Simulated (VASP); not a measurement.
A run of VASP 6.6.1 is set up as follows.

INCAR

```
SYSTEM = HfB2
PREC     = Accurate       ! precision mode
ENCUT    = 520            ! plane-wave cutoff, eV
EDIFF    = 1E-7           ! SCF threshold, eV
ISMEAR   = -1             ! smearing method
SIGMA    = 0.05           ! smearing width, eV
LREAL    = .FALSE.        ! projectors in reciprocal space
LASPH    = .TRUE.         ! aspherical terms in the spheres
NELM     = 60             ! most SCF steps
ALGO     = Normal         ! electronic algorithm
ISIF     = 2              ! what is computed and relaxed
LWAVE    = .FALSE.        ! write WAVECAR
LCHARG   = .TRUE.         ! write CHGCAR
GGA      = PS             ! functional
LELF     = .TRUE.         ! ELF
LVHAR    = .TRUE.       
NBANDS   = 15             ! bands
```

The input KPOINTS:

```
regular mesh
0
G
  13 13 11
  0 0 0
```

POSCAR

```
HfB2
1.0
    3.1714001015      0.0000000000      0.0000000000
   -1.5857000508      2.7465130534      0.0000000000
    0.0000000000      0.0000000000      3.4800000000
Hf B
1 2
Direct
    0.0000000000      0.0000000000      0.0000000000
    0.3333333333      0.6666666667      0.5000000000
    0.6666666667      0.3333333333      0.5000000000
```

Potentials or basis: VASP PAW PBE potentials, release 64 (Hf_pv, B).

The run is started by

```console
$ cat potpaw_PBE.64/Hf_pv/POTCAR potpaw_PBE.64/B/POTCAR > POTCAR
$ mpirun -np 1 vasp_std > vasp.out
```

Estimate the band gap on the k mesh.

zero (band 8 reaches 7.90 eV, above the bottom of band 9 at 7.01 eV).

Estimate the pressure.

-9.4 GPa.

Stress tensor (GPa, compression positive):
```
-10.36   0.00   0.00
  0.00 -10.36   0.00
  0.00   0.00  -7.50
```

Caveat: the cell differs from its parent crystal (equal xx and yy strain of +1 %); the PAW data sets were made with another functional, which shifts forces and pressure a little; spin-orbit coupling is left out, which moves the levels of the heavy elements.
